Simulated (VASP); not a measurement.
# Se (Cmce) in VASP: single point with r2SCAN

Aim: the single point of Se with r2SCAN.

Program: VASP 6.6.1. These are calculated values, not measurements. Logs are shortened: lines on timing, memory, paths and dates and some standing lists are left out, and cuts for length are marked.

### 1 The cell of the first run

It takes space group Cmce (No. 64, orthorhombic). Conventional cell: a = 4.678 Å, b = 4.612 Å, c = 10.506 Å, α = 90.00°, β = 90.00°, γ = 90.00°. Se (site symmetry m) has 1 Se at 2.15 Å within 2.9 Å.

### 2 Single point, r2SCAN

Contents of POSCAR:

```
Se
1.0
    2.3390936877     -2.3058277083      0.0000000000
    2.3390936877      2.3058277083      0.0000000000
    0.0000000000      0.0000000000     10.5063727689
Se
4
Direct
    0.9989298944      0.0010701056      0.1025473170
    0.5010701056      0.4989298944      0.6025473170
    0.0010701056      0.9989298944      0.8974526830
    0.4989298944      0.5010701056      0.3974526830
```

Contents of INCAR.step1:

```
PREC = Accurate ; ENCUT = 520
ISMEAR = 0 ; SIGMA = 0.1
LREAL = F ; LASPH = T
NELM = 60 ; NBANDS = 20
GGA = PE ; ALGO = Normal
EDIFF = 1E-4 ; LWAVE = T
LCHARG = F
```

Contents of INCAR.step2:

```
PREC = Accurate ; ENCUT = 520
EDIFF = 1E-6 ; ISMEAR = 0
SIGMA = 0.1 ; LREAL = F
LASPH = T ; NELM = 60
ALGO = Normal ; ISIF = 2
LWAVE = F ; LCHARG = F
METAGGA = R2SCAN ; LMIXTAU = T
NBANDS = 20 ; ISTART = 1
```

Contents of KPOINTS:

```
Automatic mesh
0
Gamma
  6 6 2
```

Potentials or basis: VASP PAW PBE potentials, release 64 (Se).

Launch:

```sh
$ cat potpaw_PBE.64/Se/POTCAR > POTCAR
$ cp INCAR.step1 INCAR
$ mpirun -np 1 vasp_std > vasp.out
$ cp INCAR.step2 INCAR
$ mpirun -np 1 vasp_std > vasp.out
```

OUTCAR:

```text
PREC = Accurate
   ENCUT = 520
   EDIFF = 1E-6
   ISMEAR = 0
   LREAL = F
   LASPH = T
   NELM = 60
   ISIF = 2
   METAGGA = R2SCAN
   ISTART = 1

 ion  position               nearest neighbor table
   1  0.999  0.001  0.103-   3 2.15
   2  0.501  0.499  0.603-   4 2.15
   3  0.001  0.999  0.897-   1 2.15
   4  0.499  0.501  0.397-   2 2.15

  LATTYP: Found a base centered orthorhombic cell.
 ALAT       =     4.6116554166
 B/A-ratio  =     1.0144269146
 C/A-ratio  =     2.2782215538

  Lattice vectors:

 A1 = (  -2.3390936877,  -2.3058277083,   0.0000000000)
 A2 = (   2.3390936877,  -2.3058277083,   0.0000000000)
 A3 = (   0.0000000000,   0.0000000000,  10.5063727689)

Analysis of symmetry for initial positions (statically):
=====================================================================
 Subroutine PRICEL returns:
 Original cell was already a primitive cell.

 Routine SETGRP: Setting up the symmetry group for a
 base centered orthorhombic supercell.

 Subroutine GETGRP returns: Found  8 space group operations
 (whereof  4 operations were pure point group operations)
 out of a pool of  8 trial point group operations.

The static configuration has the point symmetry C_2h.
 The point group associated with its full space group is D_2h.

Analysis of symmetry for dynamics (positions and initial velocities):
=====================================================================
 Subroutine PRICEL returns:
 Original cell was already a primitive cell.

 Routine SETGRP: Setting up the symmetry group for a
 base centered orthorhombic supercell.

 Subroutine GETGRP returns: Found  8 space group operations
 (whereof  4 operations were pure point group operations)
 out of a pool of  8 trial point group operations.

The dynamic configuration has the point symmetry C_2h.
 The point group associated with its full space group is D_2h.

 Subroutine INISYM returns: Found  8 space group operations
 (whereof  4 operations are pure point group operations),
 and found     1 'primitive' translations

----------------------------------------------------------------------------------------

                                     Primitive cell

  volume of cell :     113.3332

  direct lattice vectors                    reciprocal lattice vectors
     2.339093688 -2.305827708  0.000000000     0.213758005 -0.216841873  0.000000000
     2.339093688  2.305827708  0.000000000     0.213758005  0.216841873  0.000000000
     0.000000000  0.000000000 10.506372769     0.000000000  0.000000000  0.095180327

  length of vectors
     3.284539648  3.284539648 10.506372769     0.304487902  0.304487902  0.095180327

  position of ions in fractional coordinates (direct lattice)
     0.998929894  0.001070106  0.102547317
     0.501070106  0.498929894  0.602547317
     0.001070106  0.998929894  0.897452683
     0.498929894  0.501070106  0.397452683

  ion indices of the primitive-cell ions
   primitive index   ion index
                 1           1
                 2           2
                 3           3
                 4           4

----------------------------------------------------------------------------------------

 KPOINTS: Automatic mesh

Automatic generation of k-mesh.
 Grid dimensions read from file:
 generate k-points for:    6    6    2

 Generating k-lattice:

  Cartesian coordinates                     Fractional coordinates (reciprocal lattice)
     0.035626334 -0.036140312  0.000000000     0.166666667  0.000000000  0.000000000
     0.035626334  0.036140312  0.000000000     0.000000000  0.166666667  0.000000000
     0.000000000  0.000000000  0.047590164     0.000000000  0.000000000  0.500000000

  Length of vectors
     0.050747984  0.050747984  0.047590164

  Shift w.r.t. Gamma in fractional coordinates (k-lattice)
     0.000000000  0.000000000  0.000000000

 Subroutine IBZKPT returns following result:
 ===========================================

 Found     26 irreducible k-points:

 Following reciprocal coordinates:
            Coordinates               Weight
  0.000000  0.000000  0.000000      1.000000
  0.166667 -0.000000  0.000000      4.000000
  0.333333 -0.000000  0.000000      4.000000
  0.500000 -0.000000  0.000000      2.000000
  0.166667  0.166667  0.000000      2.000000
  0.333333  0.166667  0.000000      4.000000
[... 16 lines left out ...]
  0.333333  0.333333  0.500000      2.000000
  0.500000  0.333333  0.500000      4.000000
 [... further k-points ...]
   k-points           NKPTS =     26   k-points in BZ     NKDIM =     26   number of bands    NBANDS=     20
   number of dos      NEDOS =    301   number of ions     NIONS =      4
   total plane-waves  NPLWV =  46080
   dimension x,y,z NGX =    24 NGY =   24 NGZ =   80
   dimension x,y,z NGXF=    48 NGYF=   48 NGZF=  160
   ions per type =               4
   NGX,Y,Z   is equivalent  to a cutoff of  12.15, 12.15, 12.66 a.u.
   NGXF,Y,Z  is equivalent  to a cutoff of  24.30, 24.30, 25.32 a.u.
 SYSTEM =  unknown system
   PREC   = accura    normal or accurate (medium, high low for compatibility)
   ISTART =      1    job   : 0-new  1-cont  2-samecut
   ICHARG =      0    charge: 1-file 2-atom 10-const
   ISPIN  =      1    spin polarized calculation?
   LNONCOLLINEAR =      F non collinear calculations
   LSORBIT =      F    spin-orbit coupling
   LASPH  =      T    aspherical Exc in radial PAW
   ENCUT  =  520.0 eV  38.22 Ry    6.18 a.u.   6.11  6.11 19.53*2*pi/ulx,y,z
   NELM   =     60;   NELMIN=  2; NELMDL=  0     # of ELM steps
   EDIFF  = 0.1E-05   stopping-criterion for ELM
   LREAL  =      F    real-space projection
   EDIFFG = 0.1E-04   stopping-criterion for IOM
   NSW    =      0    number of steps for IOM
   IBRION =     -1    ionic relax: 0-MD 1-quasi-New 2-CG
   NFREE  =      0    steps in history (QN), initial steepest desc. (CG)
   ISIF   =      2    stress and relaxation
   ISYM   =      2    0-nonsym 1-usesym 2-fastsym
   POTIM  = 0.5000    time-step for ionic-motion
   TEBEG  =    0.0;   TEEND  =   0.0 temperature during run
   PSTRESS=    0.0 pullay stress
   NELECT =      24.0000    total number of electrons
   NUPDOWN=      -1.0000    fix difference up-down
   EMIN   =  10.00;   EMAX   =-10.00  energy-range for DOS
   EFERMI =   0.00;   METHOD = LEGACY
   ISMEAR =     0;   SIGMA  =   0.10  broadening in eV -4-tet -1-fermi 0-gaus
   EFERMI_NEDOS =   21; number of points for ismear=-14 and -15
   IALGO  =     38    algorithm
   IMIX   =      4    mixing-type and parameters
     AMIX     =   0.40;   BMIX     =  1.00
     AMIX_MAG =   1.60;   BMIX_MAG =  1.00
  volume/ion in A,a.u.               =      28.33       191.20
  Fermi-wavevector in a.u.,A,eV,Ry     =   0.975797  1.843989 12.955193  0.952180
  Thomas-Fermi vector in A             =   2.106365
   LORBIT       =      0    0 simple, 1 ext, 2 COOP (PROOUT), +10 PAW based schemes
   METAGGA = R2SCAN    functional components
   LHFCALC =     F    Hartree Fock is set to
   AEXX    =    0.0000 exact exchange contribution
   IVDW    =     0    specifies the selected vdW correction
   LEPSILON=     F    determine dielectric tensor
   LRPA    =     F    only Hartree local field effects (RPA)
 non-spin polarized calculation
 Gauss-broadening in eV      SIGMA  =   0.10
  energy-cutoff  :      520.00
  volume of cell :      113.33
 maximum number of plane-waves:      3080
   NGX = 13   NGY = 13   NGZ = 39

 number of electron      24.0000004 magnetization

 Free energy of the ion-electron system (eV)
  ---------------------------------------------------
  ext. energy  EPLUGINS =         0.00000000
  ---------------------------------------------------
  free energy    TOTEN  =       -56.64250054 eV

  energy without entropy =      -56.64249671  energy(sigma->0) =      -56.64249862

 E-fermi :   1.9628     XC(G=0):  -9.1503

 val. band max:        1.6785781464   @ k =   0.5000  -0.0000   0.0000
 cond. band min:       2.2352287729   @ k =   0.1667  -0.0000   0.0000
 fundamental gap:      0.5566506264
 Fermi energy:         1.9628038382

 k-point     1 :       0.0000    0.0000    0.0000
  band No.  band energies     occupation
      1     -14.2398      2.00000
      2     -14.0709      2.00000
      3     -10.3803      2.00000
      4      -9.6753      2.00000
      5      -3.8497      2.00000
      6      -1.9202      2.00000
[... 12 lines left out ...]
     19       9.4625      0.00000
     20      10.0436      0.00000

 k-point     2 :       0.1667   -0.0000    0.0000
  band No.  band energies     occupation
      1     -14.0668      2.00000
      2     -13.9137      2.00000
      3     -10.1601      2.00000
      4      -9.5131      2.00000
      5      -3.6554      2.00000
      6      -1.8636      2.00000
[... 12 lines left out ...]
     19      11.0056      0.00000
     20      11.1702      0.00000

 k-point     3 :       0.3333   -0.0000    0.0000
  band No.  band energies     occupation
      1     -13.6723      2.00000
      2     -13.5741      2.00000
      3      -9.6173      2.00000
      4      -9.1870      2.00000
      5      -3.3195      2.00000
      6      -2.6079      2.00000
[... 12 lines left out ...]
     19       9.7282      0.00000
     20      10.2121      0.00000

 k-point     4 :       0.5000   -0.0000    0.0000
  band No.  band energies     occupation
      1     -13.4161      2.00000
      2     -13.4161      2.00000
      3      -9.1505      2.00000
      4      -9.1505      2.00000
      5      -3.4932      2.00000
      6      -3.4932      2.00000
[... 429 lines left out ...]
 k-point    23 :       0.3333    0.3333    0.5000
  band No.  band energies     occupation
      1     -13.1147      2.00000
      2     -13.1147      2.00000
      3      -8.7932      2.00000
      4      -8.7932      2.00000
      5      -2.2903      2.00000
      6      -2.2903      2.00000
[... 12 lines left out ...]
     19      10.8351      0.00000
     20      10.8376      0.00000

 k-point    24 :       0.5000    0.3333    0.5000
  band No.  band energies     occupation
      1     -12.9137      2.00000
      2     -12.9137      2.00000
      3      -8.5381      2.00000
      4      -8.5381      2.00000
      5      -2.6964      2.00000
      6      -2.6964      2.00000
[... 12 lines left out ...]
     19      10.3014      0.00000
     20      10.3020      0.00000

 [... further k-points ...]

------------------------ aborting loop because EDIFF is reached ----------------------------------------

  FORCE on cell =-STRESS in cart. coord.  units (eV):
  Direction    XX          YY          ZZ          XY          YZ          ZX
  --------------------------------------------------------------------------------------
  -------------------------------------------------------------------------------------
  Total        0.0888194      0.1427385      0.0764781      0.0000000     -0.0000000      0.0000000
  in kB        1.2556286      2.0178761      1.0811616      0.0000000     -0.0000000      0.0000000
  external PRESSURE =       1.4515555 kB  Pullay stress =       0.0000000 kB

 VOLUME and BASIS-vectors are now :
 -----------------------------------------------------------------------------
  energy-cutoff  :      520.00
  volume of cell :      113.33
      direct lattice vectors                 reciprocal lattice vectors
     2.339093688 -2.305827708  0.000000000     0.213758005 -0.216841873  0.000000000
     2.339093688  2.305827708  0.000000000     0.213758005  0.216841873  0.000000000
     0.000000000  0.000000000 10.506372769     0.000000000  0.000000000  0.095180327

 POSITION                                       TOTAL-FORCE (eV/Angst)
 -----------------------------------------------------------------------------------
      2.33909     -2.30089      1.07740         0.000000     -0.012460     -0.004479
      2.33909     -0.00493      6.33059         0.000000      0.012460     -0.004479
      2.33909      2.30089      9.42897         0.000000      0.012460      0.004479
      2.33909      0.00493      4.17579         0.000000     -0.012460      0.004479
 -----------------------------------------------------------------------------------
    total drift:                               -0.000000      0.000000     -0.000000

  FREE ENERGIE OF THE ION-ELECTRON SYSTEM (eV)
  ---------------------------------------------------
  free  energy   TOTEN  =       -56.6425005354 eV

  energy  without entropy=      -56.6424967113  energy(sigma->0) =      -56.64249862
```

Run time: 52 s. Hardware: 1 thread of Intel Xeon 6975P-C (Granite Rapids), shared host; peak memory 0.22 GiB.

What came out:

```
Free energy            : -56.6425 eV
Pressure               : 0.1 GPa
Largest force          : 0.013 eV/Å
Band gap on the k mesh : zero (bands 12 and 13 overlap by 3.40 eV)
```

Forces in eV/Å, atoms in the order of the input:
```
Se   0.000 -0.012 -0.004
Se   0.000  0.012 -0.004
Se   0.000  0.012  0.004
Se   0.000 -0.012  0.004
```

Levels at points of the mesh, in eV from the Fermi level:
```
           k point  band 10  band 11  band 12  band 13  band 14  band 15
(0.00, 0.00, 0.00)    -0.75     1.62     1.73     1.79     2.27     2.31
(0.50, 0.00, 0.00)    -2.42    -0.28    -0.28     2.61     2.61     4.03
(0.50, 0.50, 0.00)    -3.50    -1.92    -1.83    -1.04    -0.96     4.36
(0.00, 0.00, 0.50)    -0.87     2.00     2.00     2.05     2.05     3.24
(0.50, 0.00, 0.50)    -2.11    -0.28    -0.28     2.61     2.61     3.45
(0.50, 0.50, 0.50)    -3.53    -1.48    -1.48    -1.39    -1.39     3.89
```

Caveat: the PAW data sets were made with another functional, which shifts forces and pressure a little.
